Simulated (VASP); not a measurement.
# Si3Mo (P1) in VASP: relaxation of cell and atoms with PBE

Aim: the relaxation of cell and atoms of Si3Mo with PBE.

Everything below comes from runs of VASP 6.6.1. Logs are shortened: lines on timing, memory, paths and dates and some standing lists are left out, and cuts for length are marked.

## (1) The cell of the first run

The typed cell holds 8 atoms: a = 4.635 Å, b = 4.685 Å, c = 5.865 Å, α = 86.49°, β = 85.07°, γ = 63.99°.

## (2) Relaxation of cell and atoms, PBE

INCAR reads:

```
  ALGO = Normal
  EDIFF = 1E-7
  EDIFFG = -0.04
  ENCUT = 600
  GGA = PE
  IBRION = 2
  ISIF = 3
  ISMEAR = 0
  LASPH = True
  LCHARG = False
  LREAL = False
  LWAVE = False
  NELM = 100
  NSW = 90
  PREC = Accurate
  SIGMA = 0.1
```

KPOINTS reads:

```
k-points
0
Gamma
  4 4 4
```

POSCAR reads:

```
Si3Mo
1.0
    4.6354027614      0.0000000000      0.0000000000
    2.0547544222      4.2105884574      0.0000000000
    0.5044158787      0.1532734002      5.8412349345
Si Mo
6 2
Direct
    0.4365319386      0.7391217457      0.1259715889
    0.2403323523      0.9375956087      0.6299867507
    0.2479837506      0.2908066082      0.2888953500
    0.7900216239      0.7577908277      0.7860742209
    0.8636350751      0.8350806815      0.3414889121
    0.3362014742      0.3563129642      0.8441326897
    0.6880734471      0.4081253308      0.4843453577
    0.8972203382      0.1751662331      0.9991051300
```

Potentials or basis: VASP PAW PBE potentials, release 64 (Si, Mo_sv).

Started as:

```console
$ cat potpaw_PBE.64/Si/POTCAR potpaw_PBE.64/Mo_sv/POTCAR > POTCAR
$ mpirun -np 1 vasp_std > vasp.out
```

OUTCAR:

```text
EDIFF = 1E-7
   EDIFFG = -0.04
   ENCUT = 600
   GGA = PE
   IBRION = 2
   ISIF = 3
   ISMEAR = 0
   LASPH = True
   LREAL = False
   NELM = 100
   NSW = 90
   PREC = Accurate

 ion  position               nearest neighbor table
   1  0.437  0.739  0.126-   4 2.49   3 2.56   7 2.57   8 2.58   5 2.65   8 2.67   5 2.70   3 2.70
                             6 2.72   2 3.09   2 3.09   6 3.11
   2  0.240  0.938  0.630-   3 2.53   4 2.54   8 2.57   7 2.57   6 2.60   4 2.65   7 2.71   5 2.74
                             6 2.79   5 3.08   1 3.09   1 3.09
   3  0.248  0.291  0.289-   5 2.41   2 2.53   1 2.56   7 2.58   6 2.63   8 2.68   7 2.69   1 2.70
                             5 2.74   8 3.17
   4  0.790  0.758  0.786-   6 2.44   1 2.49   2 2.54   5 2.62   8 2.62   2 2.65   7 2.69   6 2.69
                             8 2.79   7 3.30
   5  0.864  0.835  0.341-   3 2.41   8 2.52   7 2.54   7 2.61   4 2.62   1 2.65   1 2.70   2 2.74
                             3 2.74   2 3.08
   6  0.336  0.356  0.844-   4 2.44   8 2.59   2 2.60   8 2.61   7 2.62   3 2.63   4 2.69   1 2.72
                             2 2.79   1 3.11
   7  0.688  0.408  0.484-   5 2.54   1 2.57   2 2.57   3 2.58   5 2.61   6 2.62   4 2.69   3 2.69
                             2 2.71   8 3.03   8 3.23   4 3.30
   8  0.897  0.175  0.999-   5 2.52   2 2.57   1 2.58   6 2.59   6 2.61   4 2.62   1 2.67   3 2.68
                             4 2.79   7 3.03   3 3.17   7 3.23

  Warning from LATTYP: Got some problem with cell dimensions!
  Tried to take original basis but could not verify dimensions!
  LATTYP: Found a triclinic cell.
 ALAT       =     4.6354027614
 B/A-ratio  =     1.0653878753
 C/A-ratio  =     1.2652572324
 COS(alpha) =     0.0226606916
 COS(beta)  =     0.0860047516
 COS(gamma) =     0.5225569195

  Lattice vectors:

 A1 = (  -4.6354027614,   0.0000000000,   0.0000000000)
 A2 = (  -2.5806483392,   4.2105884574,   0.0000000000)
 A3 = (  -0.5044158787,  -0.1532734002,  -5.8412349345)

Analysis of symmetry for initial positions (statically):
=====================================================================
 Subroutine PRICEL returns:
 Original cell was already a primitive cell.

 Routine SETGRP: Setting up the symmetry group for a
 triclinic supercell.

 Subroutine GETGRP returns: Found  1 space group operations
 (whereof  1 operations were pure point group operations)
 out of a pool of  2 trial point group operations.

The static configuration has the point symmetry C_1 .

Analysis of symmetry for dynamics (positions and initial velocities):
=====================================================================
 Subroutine PRICEL returns:
 Original cell was already a primitive cell.

 Routine SETGRP: Setting up the symmetry group for a
 triclinic supercell.

 Subroutine GETGRP returns: Found  1 space group operations
 (whereof  1 operations were pure point group operations)
 out of a pool of  2 trial point group operations.

The dynamic configuration has the point symmetry C_1 .

 Subroutine INISYM returns: Found  1 space group operations
 (whereof  1 operations are pure point group operations),
 and found     1 'primitive' translations

----------------------------------------------------------------------------------------

                                     Primitive cell

  volume of cell :     114.0079

  direct lattice vectors                    reciprocal lattice vectors
     4.635402761  0.000000000  0.000000000     0.215730984 -0.105276067 -0.015866870
     2.054754422  4.210588457  0.000000000     0.000000000  0.237496495 -0.006231883
     0.504415879  0.153273400  5.841234935     0.000000000  0.000000000  0.171196675

  length of vectors
     4.635402761  4.685196996  5.864976869     0.240571539  0.237578243  0.171196675

  position of ions in fractional coordinates (direct lattice)
     0.436531939  0.739121746  0.125971589
     0.240332352  0.937595609  0.629986751
     0.247983751  0.290806608  0.288895350
     0.790021624  0.757790828  0.786074221
     0.863635075  0.835080682  0.341488912
     0.336201474  0.356312964  0.844132690
     0.688073447  0.408125331  0.484345358
     0.897220338  0.175166233  0.999105130

  ion indices of the primitive-cell ions
   primitive index   ion index
                 1           1
                 2           2
                 3           3
                 4           4
                 5           5
                 6           6
                 7           7
                 8           8

----------------------------------------------------------------------------------------

 KPOINTS: k-points

Automatic generation of k-mesh.
 Grid dimensions read from file:
 generate k-points for:    4    4    4

 Generating k-lattice:

  Cartesian coordinates                     Fractional coordinates (reciprocal lattice)
     0.053932746 -0.026319017 -0.003966717     0.250000000 -0.000000000 -0.000000000
     0.000000000  0.059374124 -0.001557971     0.000000000  0.250000000  0.000000000
     0.000000000  0.000000000  0.042799169     0.000000000  0.000000000  0.250000000

  Length of vectors
     0.060142885  0.059394561  0.042799169

  Shift w.r.t. Gamma in fractional coordinates (k-lattice)
     0.000000000  0.000000000  0.000000000

 Subroutine IBZKPT returns following result:
 ===========================================

 Found     36 irreducible k-points:

 Following reciprocal coordinates:
            Coordinates               Weight
  0.000000  0.000000  0.000000      1.000000
  0.250000  0.000000  0.000000      2.000000
  0.500000  0.000000  0.000000      1.000000
  0.000000  0.250000  0.000000      2.000000
  0.250000  0.250000  0.000000      2.000000
  0.500000  0.250000  0.000000      2.000000
[... 16 lines left out ...]
  0.000000 -0.250000  0.250000      2.000000
  0.250000 -0.250000  0.250000      2.000000
 [... further k-points ...]
   k-points           NKPTS =     36   k-points in BZ     NKDIM =     36   number of bands    NBANDS=     31
   number of dos      NEDOS =    301   number of ions     NIONS =      8
   total plane-waves  NPLWV =  76800
   dimension x,y,z NGX =    40 NGY =   40 NGZ =   48
   dimension x,y,z NGXF=    80 NGYF=   80 NGZF=   96
   ions per type =               6   2
   NGX,Y,Z   is equivalent  to a cutoff of  14.35, 14.19, 13.61 a.u.
   NGXF,Y,Z  is equivalent  to a cutoff of  28.69, 28.39, 27.21 a.u.
 SYSTEM =  unknown system
   PREC   = accura    normal or accurate (medium, high low for compatibility)
   ISTART =      0    job   : 0-new  1-cont  2-samecut
   ICHARG =      2    charge: 1-file 2-atom 10-const
   ISPIN  =      1    spin polarized calculation?
   LNONCOLLINEAR =      F non collinear calculations
   LSORBIT =      F    spin-orbit coupling
   LASPH  =      T    aspherical Exc in radial PAW
   ENCUT  =  600.0 eV  44.10 Ry    6.64 a.u.   9.26  9.36 11.71*2*pi/ulx,y,z
   NELM   =    100;   NELMIN=  2; NELMDL= -5     # of ELM steps
   EDIFF  = 0.1E-06   stopping-criterion for ELM
   LREAL  =      F    real-space projection
   EDIFFG = -.4E-01   stopping-criterion for IOM
   NSW    =     90    number of steps for IOM
   IBRION =      2    ionic relax: 0-MD 1-quasi-New 2-CG
   NFREE  =      1    steps in history (QN), initial steepest desc. (CG)
   ISIF   =      3    stress and relaxation
   ISYM   =      2    0-nonsym 1-usesym 2-fastsym
   POTIM  = 0.5000    time-step for ionic-motion
   TEBEG  =    0.0;   TEEND  =   0.0 temperature during run
   PSTRESS=    0.0 pullay stress
   NELECT =      52.0000    total number of electrons
   NUPDOWN=      -1.0000    fix difference up-down
   EMIN   =  10.00;   EMAX   =-10.00  energy-range for DOS
   EFERMI =   0.00;   METHOD = LEGACY
   ISMEAR =     0;   SIGMA  =   0.10  broadening in eV -4-tet -1-fermi 0-gaus
   EFERMI_NEDOS =   21; number of points for ismear=-14 and -15
   IALGO  =     38    algorithm
   IMIX   =      4    mixing-type and parameters
     AMIX     =   0.40;   BMIX     =  1.00
     AMIX_MAG =   1.60;   BMIX_MAG =  1.00
  volume/ion in A,a.u.               =      14.25        96.17
  Fermi-wavevector in a.u.,A,eV,Ry     =   1.260175  2.381386 21.606620  1.588042
  Thomas-Fermi vector in A             =   2.393698
   LORBIT       =      0    0 simple, 1 ext, 2 COOP (PROOUT), +10 PAW based schemes
   GGA     = PE    functional components
   LHFCALC =     F    Hartree Fock is set to
   AEXX    =    0.0000 exact exchange contribution
   IVDW    =     0    specifies the selected vdW correction
   LEPSILON=     F    determine dielectric tensor
   LRPA    =     F    only Hartree local field effects (RPA)
 conjugate gradient relaxation of ions
 non-spin polarized calculation
 Gauss-broadening in eV      SIGMA  =   0.10
  energy-cutoff  :      600.00
  volume of cell :      114.01
 maximum number of plane-waves:      3822
 NGX is ok and might be reduce to    40
   NGX = 19   NGY = 19   NGZ = 23

--------------------------------------- Ionic step        1  -------------------------------------------

 number of electron      51.9999999 magnetization

 Free energy of the ion-electron system (eV)
  ---------------------------------------------------
  ext. energy  EPLUGINS =         0.00000000
  ---------------------------------------------------
  free energy    TOTEN  =       -54.46313652 eV

  energy without entropy =      -54.44284157  energy(sigma->0) =      -54.45298904

------------------------ aborting loop because EDIFF is reached ----------------------------------------

  FORCE on cell =-STRESS in cart. coord.  units (eV):
  Direction    XX          YY          ZZ          XY          YZ          ZX
  --------------------------------------------------------------------------------------
  -------------------------------------------------------------------------------------
  Total        0.5604789      0.5326835      0.9769187     -0.8755435      0.2749193     -1.6947046
  in kB        7.8765291      7.4859148     13.7288467    -12.3041998      3.8634996    -23.8160459
  external PRESSURE =       9.6970968 kB  Pullay stress =       0.0000000 kB
[... 107 lines left out ...]
  FREE ENERGIE OF THE ION-ELECTRON SYSTEM (eV)
  ---------------------------------------------------
  free  energy   TOTEN  =       -54.6356176763 eV

  energy  without entropy=      -54.6168711827  energy(sigma->0) =      -54.62624443

[... ionic steps 4 to 19 ...]

--------------------------------------- Ionic step       20  -------------------------------------------

 number of electron      52.0000001 magnetization

------------------------ aborting loop because EDIFF is reached ----------------------------------------

  FORCE on cell =-STRESS in cart. coord.  units (eV):
  Direction    XX          YY          ZZ          XY          YZ          ZX
  --------------------------------------------------------------------------------------
  -------------------------------------------------------------------------------------
  Total       -0.1209426     -0.0863108     -0.0065436     -0.0154667     -0.0062405     -0.0362235
  in kB       -1.6715331     -1.1928910     -0.0904380     -0.2137639     -0.0862494     -0.5006405
  external PRESSURE =      -0.9849540 kB  Pullay stress =       0.0000000 kB
[... 69 lines left out ...]
  energy  without entropy=      -55.0290498559  energy(sigma->0) =      -55.03520758

--------------------------------------- Ionic step       22  -------------------------------------------

 number of electron      52.0000001 magnetization

 Free energy of the ion-electron system (eV)
  ---------------------------------------------------
  ext. energy  EPLUGINS =         0.00000000
  ---------------------------------------------------
  free energy    TOTEN  =       -55.04174405 eV

  energy without entropy =      -55.02937995  energy(sigma->0) =      -55.03556200

 E-fermi :  11.1143     XC(G=0): -11.8041

 val. band max:       11.0858234292   @ k =  -0.2500  -0.2500   0.2500
 cond. band min:      11.1691089267   @ k =   0.5000   0.5000   0.0000
 fundamental gap:      0.0832854975
 Fermi energy:        11.1143241629

 k-point     1 :       0.0000    0.0000    0.0000
  band No.  band energies     occupation
      1     -49.8533      2.00000
      2     -49.8347      2.00000
      3     -24.1788      2.00000
      4     -24.0452      2.00000
      5     -24.0207      2.00000
      6     -23.9922      2.00000
[... 805 lines left out ...]
     30      12.9366      0.00000
     31      13.2047      0.00000

 [... further k-points ...]

------------------------ aborting loop because EDIFF is reached ----------------------------------------

  FORCE on cell =-STRESS in cart. coord.  units (eV):
  Direction    XX          YY          ZZ          XY          YZ          ZX
  --------------------------------------------------------------------------------------
  -------------------------------------------------------------------------------------
  Total        0.1788391      0.2188236      0.1154607     -0.0045212      0.0059702     -0.0158101
  in kB        2.4751341      3.0285194      1.5979763     -0.0625734      0.0826272     -0.2188121
  external PRESSURE =       2.3672099 kB  Pullay stress =       0.0000000 kB
[... 23 lines left out ...]
  FREE ENERGIE OF THE ION-ELECTRON SYSTEM (eV)
  ---------------------------------------------------
  free  energy   TOTEN  =       -55.0417440468 eV

  energy  without entropy=      -55.0293799464  energy(sigma->0) =      -55.03556200

 reached required accuracy - stopping structural energy minimisation
```

It took 34 min on 1 thread of AMD EPYC 7R13 (Zen 3), shared host; peak memory 0.33 GiB.

What came out:

```yaml
Free_energy: -55.0417 eV
Relaxed_volume: 14.47 Å³/atom
Relaxed_cell: a = 4.625 Å, b = 4.624 Å, c = 5.932 Å, α = 90.03°, β = 90.02°, γ = 65.85°
Space_group_after_relaxing_to_0.1_Å: Cmc2_1 (No. 36)
Energy_gained_by_relaxing: 72.3 meV/atom
Ionic_steps: 22
Pressure_after_relaxing: 0.2 GPa
Largest_force_after_relaxing: 0.036 eV/Å
Band_gap_on_the_k_mesh: zero (bands 26 and 27 overlap by 1.08 eV)
```

Forces on the atoms (eV/Å):
```
Si  -0.004 -0.002 -0.016
Si   0.001 -0.021 -0.030
Si  -0.004  0.006 -0.012
Si  -0.003  0.011  0.002
Si   0.007  0.012  0.013
Si   0.027 -0.002  0.020
Mo  -0.005  0.004  0.017
Mo  -0.018 -0.008  0.004
```

Stress tensor (GPa, compression positive):
```
 0.25 -0.01 -0.02
-0.01  0.30  0.01
-0.02  0.01  0.16
```

Step by step:
```csv
step,energy change (eV),largest force (eV/Å),pressure (GPa),volume (Å³)
1,0.0000,1.2560,0.97,114.01
2,-0.1557,0.5356,-1.26,115.42
3,-0.1725,0.6870,-2.02,116.07
4,-0.2541,0.7357,2.04,113.51
5,-0.2560,0.7578,2.81,113.07
6,-0.3236,0.5380,2.06,113.71
7,-0.3924,0.6138,0.51,115.40
8,-0.4716,0.4259,-1.30,116.61
9,-0.5010,0.3676,-3.01,117.91
10,-0.5455,0.3284,1.54,114.67
11,-0.5480,0.3207,0.65,115.25
12,-0.5642,0.1940,0.33,115.46
13,-0.5669,0.1833,0.15,115.59
14,-0.5723,0.1071,-0.24,115.87
15,-0.5735,0.1044,-0.54,116.10
16,-0.5750,0.1111,0.57,115.37
17,-0.5753,0.0944,0.23,115.60
18,-0.5769,0.0490,0.13,115.69
19,-0.5772,0.1001,0.04,115.77
20,-0.5782,0.0494,-0.10,115.92
21,-0.5782,0.0571,-0.14,115.97
22,-0.5786,0.0363,0.24,115.76
```

Final structure:
```
CELL_PARAMETERS angstrom
4.61990 -0.08777 -0.19620
1.96716 4.18247 -0.13635
0.25076 0.07195 5.92646
ATOMIC_POSITIONS crystal
Si 0.41279 0.71195 0.12787
Si 0.21174 0.91329 0.62806
Si 0.23512 0.32333 0.31889
Si 0.82389 0.73482 0.81846
Si 0.80153 0.88979 0.31775
Si 0.38981 0.30147 0.81774
Mo 0.69636 0.42879 0.48554
Mo 0.92877 0.19655 0.98570
```

Levels at points of the mesh, in eV from the Fermi level:
```
           k point  band 24  band 25  band 26  band 27  band 28  band 29
(0.00, 0.00, 0.00)    -2.22    -1.71    -1.63     0.27     1.22     1.37
(0.50, 0.00, 0.00)    -2.04    -0.53    -0.07     0.32     0.38     0.45
(0.00, 0.50, 0.00)    -2.04    -0.52    -0.07     0.33     0.38     0.45
(0.50, 0.50, 0.00)    -1.60     0.05     0.10     0.74     0.86     1.00
(0.00, 0.00, 0.50)    -2.68    -1.01    -1.00     0.59     0.59     1.76
(0.50, 0.00, 0.50)    -1.85    -0.37    -0.37     0.41     0.42     0.74
(0.00, 0.50, 0.50)    -1.86    -0.37    -0.37     0.41     0.42     0.74
(0.50, 0.50, 0.50)    -2.70     0.71     0.71     1.03     1.03     1.35
```

Caveat: the k points lie up to 0.37 Å⁻¹ apart in the final cell, too coarse for converged energies and pressures of a metal.

The gap in the log of VASP goes by the Fermi energy; the results here count the filled bands.